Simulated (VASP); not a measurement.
Runs of VASP 6.6.1 on Ru. The structure is that of space group Fd-3m (No. 227), or close to it. The cells are those of the table. 

```csv
cell,k mesh,gap on the mesh (eV),pressure (GPa)
"a = 3.768 Å, angles 60.0°, 2 atoms",11 × 11 × 11,none,(a)
"a = 3.821 Å, angles 60.0°, 2 atoms",11 × 11 × 11,none,7.3
"a = 3.925 Å, angles 60.0°, 2 atoms",11 × 11 × 11,none,-5.3
"a = 3.874 Å, angles 60.0°, 2 atoms",10 × 10 × 10,none,0.3
"a = 3.874 Å, angles 60.0°, 2 atoms",11 × 11 × 11,none,0.3
```

Alike in all rows: task single point; level revPBE; potentials or basis VASP PAW PBE potentials, release 64 (Ru_pv); no spin polarisation; cutoff (eV) 520; smearing fermi-dirac 0.1 eV.

Task: Estimate the missing entries.

Result: (a) 16.3.

Caveats: the PAW data sets were made with another functional, which shifts forces and pressure a little.

A k mesh can miss the band edges, and the runs leave out spin-orbit coupling on Ru.

A gap of «none» marks levels without a gap at the run's occupations.
